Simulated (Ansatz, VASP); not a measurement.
**One calculation of Cu2H3, two programs**

INCAR

```
SYSTEM = Cu2H3
PREC = Accurate
ENCUT = 600
EDIFF = 1E-7
ISMEAR = 0
SIGMA = 0.1
LREAL = .False.
LASPH = .True.
NELM = 100
ALGO = Normal
ISIF = 3
LWAVE = .False.
LCHARG = .False.
GGA = PE
IBRION = 2
NSW = 90
EDIFFG = -0.04
```

File KPOINTS:

```
regular mesh
0
Gamma
  6 6 4
  0 0 0
```

File POSCAR:

```
Cu2H3
1.0
    3.0715078622      0.0000000000      0.0000000000
    0.2215159230      3.2136499857      0.0000000000
    0.7250132854      0.6908307440      3.7752347576
Cu H
2 3
Direct
    0.1915690805      0.1917009083      0.2060370017
    0.8341451686      0.7938621273      0.7807589545
    0.0029768994      0.3159235179      0.6396051422
    0.6731342125      0.9925462567      0.3684031820
    0.2981746389      0.7059671898      0.0051957196
```

Input for Ansatz:

```yaml
crystal:
  lattice:
    - [3.0715078622, 0.0, 0.0]
    - [0.221515923, 3.2136499857, 0.0]
    - [0.7250132854, 0.690830744, 3.7752347576]
  atoms:
    - { symbol: Cu, position: [0.1915690805, 0.1917009083, 0.2060370017] }
    - { symbol: Cu, position: [0.8341451686, 0.7938621273, 0.7807589545] }
    - { symbol: H, position: [0.0029768994, 0.3159235179, 0.6396051422] }
    - { symbol: H, position: [0.6731342125, 0.9925462567, 0.368403182] }
    - { symbol: H, position: [0.2981746389, 0.7059671898, 0.0051957196] }
basis:
  ecutwfc: 420
kpoints:
  mp_grid: { grid: [6, 6, 4] }
hamiltonian:
  xc: pbe
scf:
  occupations: { method: gaussian, width: 0.1 }
  lower_state_search: "off"
output:
  forces: true
  stress: true
  eigenvalues: true
relax:
  adjacent_minimum: "off"
  f_tol: 0.04
  max_steps: 70
  cell: { stress_tol: 0.4 }
```

Change from the starting cell: the structure that the rattled cell fell into.

Alike in both runs: task relaxation of cell and atoms; functional PBE; k mesh 6 × 6 × 4; occupations gaussian, width 0.1 eV; no spin polarisation.

|  | VASP | Ansatz |
| --- | --- | --- |
| version | VASP 6.6.1 | Ansatz 0.2.0 |
| potentials or method | VASP PAW PBE potentials, release 64 (Cu, H), cutoff 600 eV | scalar-relativistic, plane waves, PAW |
| valence electrons in the cell | 25 | 41 |

Ansatz gave:

```
gap on the k mesh at the Fermi level, each at its own relaxed structure (eV) : none
relaxed volume (Å³/atom)                                                     : 7.47
relaxed length of the cell vector where the two differ most in proportion (Å)              : 2.969
```

Which values does VASP return?

gap on the k mesh at the Fermi level, each at its own relaxed structure (eV): none; relaxed volume (Å³/atom): 7.55; relaxed length of the cell vector where the two differ most in proportion (Å): 3.062.

A gap of «none» marks a metal or a gap that the smearing closes. VASP's potentials hold 25 valence electrons a cell and Ansatz's 41, so a difference there can come from the potentials and not from the codes.

The k mesh is coarse, so the values compare programs but aren't converged.
